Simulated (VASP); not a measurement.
Set up this calculation in VASP 6.6.1, as the native input.

```yaml
Task: single point
Functional: PBE
Potentials_or_basis: VASP PAW PBE potentials, release 64 (Ir)
Cutoff: 520 eV
k_mesh: 20 × 20 × 20
Occupations: gaussian, width 0.05 eV
Spin: no spin polarisation
Dipole_correction: no
Further_INCAR_settings: ALGO = Normal; EDIFF = 1e-07; NBANDS = 10
```

The structure of Ir lies in POSCAR:

```
Ir
1.0
    0.0000000000      1.9223449548      1.9223449548
    1.9223449548      0.0000000000      1.9223449548
    1.9223449548      1.9223449548      0.0000000000
Ir
1
Direct
    0.0000000000      0.0000000000      0.0000000000
```

This cell differs from its parent crystal: volume scaled by 0.980.

These files were run (other wordings do the same):

INCAR

```
SYSTEM = Ir
PREC = Accurate
ENCUT = 520
EDIFF = 1E-7
ISMEAR = 0
SIGMA = 0.05
LREAL = .FALSE.
LASPH = .TRUE.
NELM = 80
ALGO = Normal
ISIF = 2
LWAVE = .FALSE.
LCHARG = .FALSE.
GGA = PE
NBANDS = 10
```

KPOINTS

```
Automatic mesh
0
G
  20 20 20
  0 0 0
```

Potentials or basis: VASP PAW PBE potentials, release 64 (Ir).

Launch:

```console
$ cat potpaw_PBE.64/Ir/POTCAR > POTCAR
$ mpirun -np 1 vasp_std > vasp.out
```

It gave:

The pressure is 7.8 GPa.

Run time: 34 s on 1 thread of AMD EPYC 7R43 64-Core Processor (Zen 3) (shared host), peak memory 0.12 GiB.
